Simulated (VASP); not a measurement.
Set up this calculation in VASP 6.6.1, as the native input.

```
Task                   : single point
Functional             : PBEsol
Potentials or basis    : VASP PAW PBE potentials, release 64 (Cr_pv)
Cutoff                 : 500 eV
k mesh                 : 10 × 10 × 10
Occupations            : gaussian, width 0.1 eV
Spin                   : no spin polarisation
Dipole correction      : no
Further INCAR settings : ALGO = Normal; EDIFF = 1e-06; NBANDS = 12
```

The structure of Cr lies in POSCAR:

```
Cr
1.0
    0.0000000000      1.7890535135      1.7890535135
    1.7890535135      0.0000000000      1.7890535135
    1.7890535135      1.7890535135      0.0000000000
Cr
1
Direct
    0.0000000000      0.0000000000      0.0000000000
```

One way to write it, as run:

INCAR

```
SYSTEM = Cr
ALGO = Normal ; EDIFF = 1E-6
ENCUT = 500 ; GGA = PS
GGA_COMPAT = .FALSE. ; ISIF = 2
ISMEAR = 0 ; LASPH = .TRUE.
LCHARG = .TRUE. ; LELF = .TRUE.
LREAL = .FALSE. ; LVHAR = .TRUE.
LWAVE = .FALSE. ; NBANDS = 12
NELM = 120 ; PREC = Accurate
SIGMA = 0.1
```

KPOINTS

```
k-points
0
G
  10 10 10
  0 0 0
```

Potentials or basis: VASP PAW PBE potentials, release 64 (Cr_pv).

The run is started by

```console
$ cat potpaw_PBE.64/Cr_pv/POTCAR > POTCAR
$ mpirun -np 1 vasp_std > vasp.out
```

It gave:

* Pressure: -0.6 GPa
* Band gap on the k mesh: zero (band 6 reaches 13.30 eV, above the bottom of band 7 at 10.23 eV)

Caveat: the PAW data sets were made with another functional, which shifts forces and pressure a little; the run has no spin polarisation, though such a crystal can be magnetic.

Wall time 10 s on 1 thread of Intel Xeon 8259CL (shared host), peak memory 0.12 GiB.
